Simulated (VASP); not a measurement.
# Al (Fm-3m) in VASP: further runs

The runs below take Al through single point, with r2SCAN+D3(BJ), r2SCAN.

Program: VASP 6.6.1. These are calculated values, not measurements. Logs are shortened: lines on timing, memory, paths and dates and some standing lists are left out, and cuts for length are marked.

### 1 The cell of the first run

The structure is cubic, space group Fm-3m (No. 225). Conventional cell: a = 3.967 Å, b = 3.967 Å, c = 3.967 Å, α = 90.00°, β = 90.00°, γ = 90.00°. Within 3.7 Å of Al (site symmetry m-3m) lie 12 Al at 2.81 Å.

### 2 Single point, r2SCAN+D3(BJ)

POSCAR reads:

```
Al
1.0
    0.0000000000      1.9834708509      1.9834708509
    1.9834708509      0.0000000000      1.9834708509
    1.9834708509      1.9834708509      0.0000000000
Al
1
Direct
    0.0000000000      0.0000000000      0.0000000000
```

INCAR.step1 reads:

```
SYSTEM = Al
PREC = Accurate
ENCUT = 520
ISMEAR = -1
SIGMA = 0.05
LREAL = .FALSE.
LASPH = .TRUE.
NELM = 60
NBANDS = 8
GGA = PE
ALGO = Normal
EDIFF = 1E-4
LWAVE = .TRUE.
LCHARG = .FALSE.
```

INCAR.step2 reads:

```
SYSTEM = Al
PREC = Accurate
ENCUT = 520
EDIFF = 1E-6
ISMEAR = -1
SIGMA = 0.05
LREAL = .FALSE.
LASPH = .TRUE.
NELM = 60
ALGO = Normal
ISIF = 2
LWAVE = .FALSE.
LCHARG = .FALSE.
METAGGA = R2SCAN
LMIXTAU = .TRUE.
IVDW = 12
VDW_S6 = 1.0
VDW_S8 = 0.78981345
VDW_A1 = 0.49484001
VDW_A2 = 5.73083694
NBANDS = 8
ISTART = 1
```

KPOINTS reads:

```
Automatic mesh
0
G
  11 11 11
  0 0 0
```

Potentials or basis: VASP PAW PBE potentials, release 64 (Al).

Run with:

```sh
> cat potpaw_PBE.64/Al/POTCAR > POTCAR
> cp INCAR.step1 INCAR
> mpirun -np 1 vasp_std > vasp.out
> cp INCAR.step2 INCAR
> mpirun -np 1 vasp_std > vasp.out
```

OUTCAR:

```text
SYSTEM = Al
   PREC = Accurate
   ENCUT = 520
   EDIFF = 1E-6
   ISMEAR = -1
   LREAL = .FALSE.
   LASPH = .TRUE.
   NELM = 60
   ISIF = 2
   METAGGA = R2SCAN
   IVDW = 12
   ISTART = 1
 IVDW          = 12

 ion  position               nearest neighbor table
   1  0.000  0.000  0.000-

  LATTYP: Found a face centered cubic cell.
 ALAT       =     3.9669417018

  Lattice vectors:

 A1 = (   0.0000000000,   1.9834708509,   1.9834708509)
 A2 = (   1.9834708509,   0.0000000000,   1.9834708509)
 A3 = (   1.9834708509,   1.9834708509,   0.0000000000)

Analysis of symmetry for initial positions (statically):
=====================================================================
 Subroutine PRICEL returns:
 Original cell was already a primitive cell.

 Routine SETGRP: Setting up the symmetry group for a
 face centered cubic supercell.

 Subroutine GETGRP returns: Found 48 space group operations
[... 9 lines left out ...]

 Routine SETGRP: Setting up the symmetry group for a
 face centered cubic supercell.

 Subroutine GETGRP returns: Found 48 space group operations
 (whereof 48 operations were pure point group operations)
 out of a pool of 48 trial point group operations.

The dynamic configuration has the point symmetry O_h .

 Subroutine INISYM returns: Found 48 space group operations
 (whereof 48 operations are pure point group operations),
 and found     1 'primitive' translations

----------------------------------------------------------------------------------------

                                     Primitive cell

  volume of cell :      15.6066

  direct lattice vectors                    reciprocal lattice vectors
     0.000000000  1.983470851  1.983470851    -0.252083362  0.252083362  0.252083362
     1.983470851  0.000000000  1.983470851     0.252083362 -0.252083362  0.252083362
     1.983470851  1.983470851  0.000000000     0.252083362  0.252083362 -0.252083362

  length of vectors
     2.805051378  2.805051378  2.805051378     0.436621190  0.436621190  0.436621190

  position of ions in fractional coordinates (direct lattice)
     0.000000000  0.000000000  0.000000000

  ion indices of the primitive-cell ions
   primitive index   ion index
                 1           1

----------------------------------------------------------------------------------------

 KPOINTS: Automatic mesh

[... 66 lines left out ...]
   NELM   =     60;   NELMIN=  2; NELMDL=  0     # of ELM steps
   EDIFF  = 0.1E-05   stopping-criterion for ELM
   LREAL  =      F    real-space projection
   EDIFFG = 0.1E-04   stopping-criterion for IOM
   NSW    =      0    number of steps for IOM
   IBRION =     -1    ionic relax: 0-MD 1-quasi-New 2-CG
   NFREE  =      0    steps in history (QN), initial steepest desc. (CG)
   ISIF   =      2    stress and relaxation
   ISYM   =      2    0-nonsym 1-usesym 2-fastsym
   POTIM  = 0.5000    time-step for ionic-motion
   TEBEG  =    0.0;   TEEND  =   0.0 temperature during run
   PSTRESS=    0.0 pullay stress
   NELECT =       3.0000    total number of electrons
   NUPDOWN=      -1.0000    fix difference up-down
   EMIN   =  10.00;   EMAX   =-10.00  energy-range for DOS
   EFERMI =   0.00;   METHOD = LEGACY
   ISMEAR =    -1;   SIGMA  =   0.05  broadening in eV -4-tet -1-fermi 0-gaus
   EFERMI_NEDOS =   21; number of points for ismear=-14 and -15
   IALGO  =     38    algorithm
   IMIX   =      4    mixing-type and parameters
     AMIX     =   0.40;   BMIX     =  1.00
     AMIX_MAG =   1.60;   BMIX_MAG =  1.00
  volume/ion in A,a.u.               =      15.61       105.32
  Fermi-wavevector in a.u.,A,eV,Ry     =   0.944814  1.785439 12.145548  0.892673
  Thomas-Fermi vector in A             =   2.072655
   LORBIT       =      0    0 simple, 1 ext, 2 COOP (PROOUT), +10 PAW based schemes
   METAGGA = R2SCAN    functional components
   LHFCALC =     F    Hartree Fock is set to
   AEXX    =    0.0000 exact exchange contribution
   IVDW    =    12    specifies the selected vdW correction
   LEPSILON=     F    determine dielectric tensor
   LRPA    =     F    only Hartree local field effects (RPA)
 non-spin polarized calculation
  energy-cutoff  :      520.00
  volume of cell :       15.61
 maximum number of plane-waves:       440
 NGX is ok and might be reduce to    24
   NGX = 11   NGY = 11   NGZ = 11

 number of electron       3.0000000 magnetization

 Free energy of the ion-electron system (eV)
  ---------------------------------------------------
  ext. energy  EPLUGINS =         0.00000000
  ---------------------------------------------------
  free energy    TOTEN  =        -6.74493977 eV

  energy without entropy =       -6.74134745  energy(sigma->0) =       -6.74314361

 E-fermi :   8.6063     XC(G=0): -11.1159

 val. band max:        8.5881642003   @ k =  -0.3636   0.3636   0.0000
 cond. band min:       8.6459962284   @ k =   0.4545   0.1818   0.0909
 fundamental gap:      0.0578320281
 Fermi energy:         8.6063414530

 k-point     1 :       0.0000    0.0000    0.0000
  band No.  band energies     occupation
      1      -3.6315      2.00000
      2      22.2521      0.00000
      3      22.2521      0.00000
      4      22.2521      0.00000
      5      24.6133      0.00000
      6      24.6133      0.00000
      7      24.6133      0.00000
      8      26.3790      0.00000
[... 243 lines left out ...]
 k-point    24 :      -0.1818    0.1818    0.0000
  band No.  band energies     occupation
      1      -1.0155      2.00000
      2      12.7179      0.00000
      3      14.5657      0.00000
      4      21.7630      0.00000
      5      23.9608      0.00000
      6      24.8079      0.00000
      7      26.5611      0.00000
      8      27.4659      0.00000

 [... further k-points ...]

------------------------ aborting loop because EDIFF is reached ----------------------------------------

 Edisp (eV)   -0.16859

 E8    (eV) :    -0.0598

  FORCE on cell =-STRESS in cart. coord.  units (eV):
  Direction    XX          YY          ZZ          XY          YZ          ZX
  --------------------------------------------------------------------------------------
  -------------------------------------------------------------------------------------
  Total      -0.00173    -0.00173    -0.00173     0.00000    -0.00000     0.00000
  in kB      -0.17759    -0.17759    -0.17759     0.00000    -0.00000     0.00000
  external pressure =       -0.18 kB  Pullay stress =        0.00 kB

 VOLUME and BASIS-vectors are now :
 -----------------------------------------------------------------------------
  energy-cutoff  :      520.00
  volume of cell :       15.61
      direct lattice vectors                 reciprocal lattice vectors
     0.000000000  1.983470851  1.983470851    -0.252083362  0.252083362  0.252083362
     1.983470851  0.000000000  1.983470851     0.252083362 -0.252083362  0.252083362
     1.983470851  1.983470851  0.000000000     0.252083362  0.252083362 -0.252083362

 POSITION                                       TOTAL-FORCE (eV/Angst)
 -----------------------------------------------------------------------------------
      0.00000      0.00000      0.00000         0.000000      0.000000     -0.000000
 -----------------------------------------------------------------------------------
    total drift:                                0.000000      0.000000     -0.000000

  FREE ENERGIE OF THE ION-ELECTRON SYSTEM (eV)
  ---------------------------------------------------
  free  energy   TOTEN  =        -6.9135290815 eV

  energy  without entropy=       -6.9099367663  energy(sigma->0) =       -6.91173292
```

OUTCAR.step1:

```text
SYSTEM = Al
   PREC = Accurate
   ENCUT = 520
   ISMEAR = -1
   LREAL = .FALSE.
   LASPH = .TRUE.
[... 481 lines left out ...]
 -----------------------------------------------------------------------------------
      0.00000      0.00000      0.00000        -0.000000      0.000000     -0.000000
 -----------------------------------------------------------------------------------
    total drift:                                0.000000     -0.000000     -0.000000

  FREE ENERGIE OF THE ION-ELECTRON SYSTEM (eV)
  ---------------------------------------------------
  free  energy   TOTEN  =        -3.7424088577 eV

  energy  without entropy=       -3.7384994541  energy(sigma->0) =       -3.74045416
```

Wall time 16 s (1 thread of Intel Xeon 6975P-C, shared host); peak memory 0.14 GiB.

Results:

| Quantity | Value |
| --- | --- |
| Free energy | -6.9135 eV |
| Pressure | 0.0 GPa |
| Dispersion energy per atom | -0.169 eV |

Caveat: the PAW data sets were made with another functional, which shifts forces and pressure a little; pairwise dispersion overbinds metals, which lowers pressure and volume.

(Part 1 of 2 ends here.)
